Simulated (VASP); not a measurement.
Wanted: the native input for a VASP 6.6.1 run.

```yaml
Task: single point
Functional: PBEsol
Potentials_or_basis: VASP PAW PBE potentials, release 64 (Rh_pv)
Cutoff: 520 eV
k_mesh: 24 × 24 × 6
Occupations: gaussian, width 0.15 eV
Spin: no spin polarisation
Dipole_correction: no
Further_INCAR_settings: ALGO = Fast; EDIFF = 1e-07; NBANDS = 38
```

The structure of Rh lies in POSCAR:

```
Rh
1.0
    2.6754312347      0.0000000000      0.0000000000
   -1.3377156174      2.3169914153      0.0000000000
    0.0000000000      0.0000000000      8.7271387725
Rh
4
Direct
    0.0000000000      0.0000000000      0.0000000000
    0.3333333333      0.6666666667      0.2500000000
    0.0000000000      0.0000000000      0.5000000000
    0.6666666667      0.3333333333      0.7500000000
```

These files were run (other wordings do the same):

INCAR

```
PREC     = Accurate       # precision mode
ENCUT    = 520            # plane-wave cutoff, eV
EDIFF    = 1E-7           # SCF threshold, eV
ISMEAR   = 0              # smearing method
SIGMA    = 0.15           # smearing width, eV
LREAL    = F              # projectors in reciprocal space
LASPH    = T              # aspherical terms in the spheres
NELM     = 60             # most SCF steps
ALGO     = Fast           # electronic algorithm
ISIF     = 2              # what is computed and relaxed
LWAVE    = F              # write WAVECAR
LCHARG   = F              # write CHGCAR
GGA      = PS             # functional
NBANDS   = 38             # bands
```

KPOINTS

```
regular mesh
0
Gamma
  24 24 6
```

Potentials or basis: VASP PAW PBE potentials, release 64 (Rh_pv).

Launch:

```bash
$ cat potpaw_PBE.64/Rh_pv/POTCAR > POTCAR
$ mpirun -np 1 vasp_std > vasp.out
```

Results of the run:

| Property | Result |
| --- | --- |
| Pressure | 0.0 GPa |
| Band gap on the k mesh | zero (band 30 reaches 12.94 eV, above the bottom of band 31 at 10.87 eV) |

Caveat: the PAW data sets were made with another functional, which shifts forces and pressure a little.

It took 19 min on 1 thread of Oxide Virtual Turin-like Processor, on a shared host, peak memory 0.4 GiB.
